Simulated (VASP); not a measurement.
# CdS (Fm-3m) in VASP: notebook, part 2 of 3

VASP 6.6.1. Earlier steps stand in the parts before.

## Step 4: Phonons, r2SCAN

This run uses another cell than the first one, of 20.28 Å³/atom.

INCAR reads:

```
SYSTEM = CdS
PREC = Accurate ; ENCUT = 520
EDIFF = 1E-8 ; ISMEAR = 0
SIGMA = 0.01 ; LREAL = .False.
LASPH = .True. ; NELM = 100
ALGO = Normal ; ISIF = 2
LWAVE = .False. ; LCHARG = .False.
METAGGA = R2SCAN ; LMIXTAU = .True.
IBRION = 6 ; NFREE = 2
POTIM = 0.015 ; NSW = 1
```

KPOINTS reads:

```
regular mesh
0
Gamma
  8 8 8
  0 0 0
```

POSCAR reads:

```
CdS
1.0
    2.7268809904      2.7268809904      0.0000000000
   -2.7268809904      2.7268809904      0.0000000000
    0.0000000000      2.7268809904      2.7268809904
Cd S
1 1
Direct
    0.0000000000      0.0000000000      0.0000000000
    0.5000000000      0.5000000000      0.0000000000
```

Potentials or basis: VASP PAW PBE potentials, release 64 (Cd, S).

Launch:

```
cat potpaw_PBE.64/Cd/POTCAR potpaw_PBE.64/S/POTCAR > POTCAR
mpirun -np 1 vasp_std > vasp.out
```

OUTCAR:

```text
SYSTEM = CdS
   PREC = Accurate
   ENCUT = 520
   EDIFF = 1E-8
   ISMEAR = 0
   LREAL = .False.
   LASPH = .True.
   NELM = 100
   ISIF = 2
   METAGGA = R2SCAN
   IBRION = 6
   NFREE = 2
   POTIM = 0.015
   NSW = 1

 ion  position               nearest neighbor table
   1  0.000  0.000  0.000-   2 2.73   2 2.73   2 2.73   2 2.73   2 2.73   2 2.73
   2  0.500  0.500  0.000-   1 2.73   1 2.73   1 2.73   1 2.73   1 2.73   1 2.73

  LATTYP: Found a face centered cubic cell.
 ALAT       =     5.4537619808

  Lattice vectors:

 A1 = (   0.0000000000,   2.7268809904,   2.7268809904)
 A2 = (   2.7268809904,   0.0000000000,   2.7268809904)
 A3 = (   2.7268809904,   2.7268809904,   0.0000000000)

Analysis of symmetry for initial positions (statically):
=====================================================================
 Subroutine PRICEL returns:
 Original cell was already a primitive cell.

 Routine SETGRP: Setting up the symmetry group for a
 face centered cubic supercell.

 Subroutine GETGRP returns: Found 48 space group operations
 (whereof 48 operations were pure point group operations)
 out of a pool of 48 trial point group operations.

The static configuration has the point symmetry O_h .

Analysis of symmetry for dynamics (positions and initial velocities):
=====================================================================
 Subroutine PRICEL returns:
 Original cell was already a primitive cell.

 Routine SETGRP: Setting up the symmetry group for a
 face centered cubic supercell.

 Subroutine GETGRP returns: Found 48 space group operations
 (whereof 48 operations were pure point group operations)
 out of a pool of 48 trial point group operations.

The dynamic configuration has the point symmetry O_h .

 Subroutine INISYM returns: Found 48 space group operations
 (whereof 48 operations are pure point group operations),
 and found     1 'primitive' translations

----------------------------------------------------------------------------------------

                                     Primitive cell

  volume of cell :      40.5535

  direct lattice vectors                    reciprocal lattice vectors
     2.726880990  2.726880990  0.000000000     0.183359671  0.183359671 -0.183359671
    -2.726880990  2.726880990  0.000000000    -0.183359671  0.183359671 -0.183359671
     0.000000000  2.726880990  2.726880990     0.000000000  0.000000000  0.366719341

  length of vectors
     3.856392080  3.856392080  3.856392080     0.317588265  0.317588265  0.366719341

  position of ions in fractional coordinates (direct lattice)
     0.000000000  0.000000000  0.000000000
     0.500000000  0.500000000  0.000000000

  ion indices of the primitive-cell ions
   primitive index   ion index
                 1           1
                 2           2

----------------------------------------------------------------------------------------

[... 112 lines left out ...]

 Free energy of the ion-electron system (eV)
  ---------------------------------------------------
  ext. energy  EPLUGINS =         0.00000000
  ---------------------------------------------------
  free energy    TOTEN  =       -29.52437562 eV

  energy without entropy =      -29.52437562  energy(sigma->0) =      -29.52437562

------------------------ aborting loop because EDIFF is reached ----------------------------------------

  FORCE on cell =-STRESS in cart. coord.  units (eV):
  Direction    XX          YY          ZZ          XY          YZ          ZX
  --------------------------------------------------------------------------------------
  -------------------------------------------------------------------------------------
  Total        0.1174872      0.1174872      0.1174872     -0.0000000      0.0000000      0.0000000
  in kB        4.6416509      4.6416509      4.6416509     -0.0000000      0.0000000      0.0000000
  external PRESSURE =       4.6416509 kB  Pullay stress =       0.0000000 kB
[... 131 lines left out ...]
--------------------------------------- Ionic step        5  -------------------------------------------

 number of electron      18.0000004 magnetization

 Free energy of the ion-electron system (eV)
  ---------------------------------------------------
  ext. energy  EPLUGINS =         0.00000000
  ---------------------------------------------------
  free energy    TOTEN  =       -29.52416849 eV

  energy without entropy =      -29.52416849  energy(sigma->0) =      -29.52416849

 E-fermi :   2.8080     XC(G=0): -11.0039

 val. band max:        2.7494320439   @ k =   0.5000   0.0000   0.0000
 cond. band min:       3.4845612297   @ k =   0.0000  -1.0000  -0.5000
 fundamental gap:      0.7351291858
 Fermi energy:         2.8079739245

 k-point     1 :       0.0000    0.0000    0.0000
  band No.  band energies     occupation
      1     -10.5903      2.00000
      2      -5.1090      2.00000
      3      -5.1084      2.00000
      4      -5.1080      2.00000
      5      -5.1079      2.00000
      6      -5.1078      2.00000
      7       1.9847      2.00000
      8       1.9847      2.00000
      9       1.9847      2.00000
     10       4.3361      0.00000
     11      12.4797      0.00000
     12      12.4797      0.00000
     13      12.4804      0.00000
[... 354 lines left out ...]
  band No.  band energies     occupation
      1      -9.4705      2.00000
      2      -5.3565      2.00000
      3      -5.2087      2.00000
      4      -5.1637      2.00000
      5      -4.8905      2.00000
      6      -4.7906      2.00000
      7      -1.7680      2.00000
      8       0.8944      2.00000
      9       1.8087      2.00000
     10       7.2026      0.00000
     11       8.4249      0.00000
     12      10.7693      0.00000
     13      11.5258      0.00000

 [... further k-points ...]

------------------------ aborting loop because EDIFF is reached ----------------------------------------

  FORCE on cell =-STRESS in cart. coord.  units (eV):
  Direction    XX          YY          ZZ          XY          YZ          ZX
  --------------------------------------------------------------------------------------
  -------------------------------------------------------------------------------------
  Total        0.1233423      0.1171674      0.1171674      0.0000000      0.0000000      0.0000000
  in kB        4.8729747      4.6290184      4.6290184      0.0000000      0.0000000      0.0000000
  external PRESSURE =       4.7103371 kB  Pullay stress =       0.0000000 kB
[... 17 lines left out ...]
  FREE ENERGIE OF THE ION-ELECTRON SYSTEM (eV)
  ---------------------------------------------------
  free  energy   TOTEN  =       -29.5241684909 eV

  energy  without entropy=      -29.5241684909  energy(sigma->0) =      -29.52416849

 INTERNAL STRAIN TENSORS FROM DISPLACED ATOMS
 ============================================

 INTERNAL STRAIN TENSOR FOR ION    1 for displacements in x,y,z  (eV/Angst):
          X           Y           Z          XY          YZ          ZX
  --------------------------------------------------------------------------------
  x     0.00000     0.00000     0.00000     0.00000     0.00000     0.00000
  y     0.00000     0.00000     0.00000     0.00000     0.00000     0.00000
  z     0.00000     0.00000     0.00000     0.00000     0.00000     0.00000

 INTERNAL STRAIN TENSOR FOR ION    2 for displacements in x,y,z  (eV/Angst):
          X           Y           Z          XY          YZ          ZX
  --------------------------------------------------------------------------------
  x     0.00000     0.00000     0.00000     0.00000     0.00000     0.00000
  y     0.00000     0.00000     0.00000     0.00000     0.00000     0.00000
  z     0.00000     0.00000     0.00000     0.00000     0.00000     0.00000

 Eigenvectors and eigenvalues of the dynamical matrix
 ----------------------------------------------------

   1 f  =    4.258240 THz    26.755310 2PiTHz  142.039594 cm-1    17.610657 meV
             X         Y         Z           dx          dy          dz
      0.000000  0.000000  0.000000    -0.472325    0.000000   -0.000000
      0.000000  2.726881  0.000000     0.881425    0.000000   -0.000000
[... 21 lines left out ...]
   6 f/i=    0.005862 THz     0.036832 2PiTHz    0.195536 cm-1     0.024243 meV
             X         Y         Z           dx          dy          dz
      0.000000  0.000000  0.000000    -0.881046   -0.018590   -0.017923
      0.000000  2.726881  0.000000    -0.472122   -0.009962   -0.009604

 ELASTIC MODULI CONTR FROM IONIC RELAXATION (kBar)
 Direction    XX          YY          ZZ          XY          YZ          ZX
 --------------------------------------------------------------------------------
 XX           0.0000      0.0000      0.0000      0.0000      0.0000      0.0000
 YY           0.0000      0.0000      0.0000      0.0000      0.0000      0.0000
 ZZ           0.0000      0.0000      0.0000      0.0000      0.0000      0.0000
 XY           0.0000      0.0000      0.0000      0.0000      0.0000      0.0000
 YZ           0.0000      0.0000      0.0000      0.0000      0.0000      0.0000
 ZX           0.0000      0.0000      0.0000      0.0000      0.0000      0.0000
 --------------------------------------------------------------------------------
```

OSZICAR:

```text
N       E                     dE             d eps       ncg     rms          rms(c)
DAV:   1     0.828352275107E+02    0.82835E+02   -0.96576E+03   770   0.133E+03
DAV:   2    -0.298256803817E+02   -0.11266E+03   -0.10634E+03   859   0.303E+02
DAV:   3    -0.345535310469E+02   -0.47279E+01   -0.47012E+01   924   0.648E+01
[... 67 lines left out ...]
DAV:   7    -0.295241653206E+02   -0.11858E-04   -0.32115E-06  1639   0.161E-02    0.610E-03
DAV:   8    -0.295241681711E+02   -0.28505E-05   -0.35438E-06  1544   0.180E-02    0.127E-03
DAV:   9    -0.295241684240E+02   -0.25289E-06   -0.30538E-07  1734   0.580E-03    0.525E-04
DAV:  10    -0.295241684575E+02   -0.33555E-07   -0.49444E-08  1584   0.218E-03    0.456E-04
DAV:  11    -0.295241684868E+02   -0.29273E-07   -0.36297E-08  1563   0.196E-03    0.175E-04
DAV:  12    -0.295241684909E+02   -0.40748E-08   -0.43522E-09   807   0.554E-04
   5 F= -.29524168E+02 E0= -.29524168E+02  d E =-.994285E-19
```

stdout:

```text
POSCAR found type information on POSCAR CdS
 POSCAR found :  2 types and       2 ions
 scaLAPACK will be used
 -----------------------------------------------------------------------------
|                                                                             |
|                                                                             |
|     You enforced a specific xc type in the INCAR file but a different       |
|     I HOPE YOU KNOW WHAT YOU ARE DOING!                                     |
|                                                                             |
 -----------------------------------------------------------------------------

 LDA part: xc-table for (None), standard interpolation
 POSCAR, INCAR and KPOINTS ok, starting setup
 FFT: planning ... GRIDC
 FFT: planning ... GRID_SOFT
 FFT: planning ... GRID
 WAVECAR not read
 entering main loop
 Found     2 degrees of freedom:
 Finite differences POTIM= 0.01500 DOF=   2
 bond charge predicted
 Finite differences progress:
 bond charge predicted
 Finite differences progress:
 bond charge predicted
 Finite differences progress:
 bond charge predicted
 Finite differences progress:
```

It took 4.5 min on 1 thread of Intel Xeon 6975P-C (Granite Rapids), shared host; peak memory 0.21 GiB.

What came out:

```
Highest phonon frequency at Γ, LO-TO splitting left out : 142 cm⁻¹
```

Phonon frequencies in cm⁻¹ (negative: imaginary):
```tsv
q point	frequencies
(0.000, 0.000, 0.000)	0 0 0 142 142 142
```

Caveat: the PAW data sets were made with another functional, which shifts forces and pressure a little.

(Continued in part 3 of 3.)
